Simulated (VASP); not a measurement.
A run of VASP 6.6.1:

Contents of POSCAR:

```
SnO2
1.0
    4.7599378643      0.0000000000      0.0000000000
    0.0000000000      4.7599378643      0.0000000000
    0.0000000000      0.0000000000      3.2007107588
Sn O
2 4
Direct
    0.5000000000      0.5000000000      0.5000000000
    0.0000000000      0.0000000000      0.0000000000
    0.3059102917      0.3059102917      0.0000000000
    0.8059102917      0.1940897083      0.5000000000
    0.1940897083      0.8059102917      0.5000000000
    0.6940897083      0.6940897083      0.0000000000
```

File INCAR.step1:

```
SYSTEM = SnO2
PREC = Accurate ; ENCUT = 520
ISMEAR = 0 ; SIGMA = 0.02
LREAL = .FALSE. ; LASPH = .TRUE.
NELM = 80 ; NBANDS = 35
GGA = PE ; ALGO = Normal
EDIFF = 1E-4 ; LWAVE = .TRUE.
LCHARG = .FALSE.
```

Contents of INCAR.step2:

```
SYSTEM = SnO2
PREC = Accurate ; ENCUT = 520
EDIFF = 1E-6 ; ISMEAR = 0
SIGMA = 0.02 ; LREAL = .FALSE.
LASPH = .TRUE. ; NELM = 80
ALGO = Normal ; ISIF = 2
LWAVE = .FALSE. ; LCHARG = .TRUE.
METAGGA = R2SCAN ; LMIXTAU = .TRUE.
LELF = .TRUE. ; LVHAR = .TRUE.
NBANDS = 35 ; ISTART = 1
```

KPOINTS

```
regular mesh
0
G
  6 6 8
  0 0 0
```

Potentials or basis: VASP PAW PBE potentials, release 64 (Sn_d, O).

Launch:

```console
$ cat potpaw_PBE.64/Sn_d/POTCAR potpaw_PBE.64/O/POTCAR > POTCAR
$ cp INCAR.step1 INCAR
$ mpirun -np 1 vasp_std > vasp.out
$ cp INCAR.step2 INCAR
$ mpirun -np 1 vasp_std > vasp.out
```

Hardware: 1 thread of Intel Xeon 6975P-C (shared host).

Problem. How long does it take, and how much memory?

Solution. Run time: 4.7 min on 1 thread of Intel Xeon 6975P-C, with other jobs on the host, peak memory 0.24 GiB. Counts: k points 50.
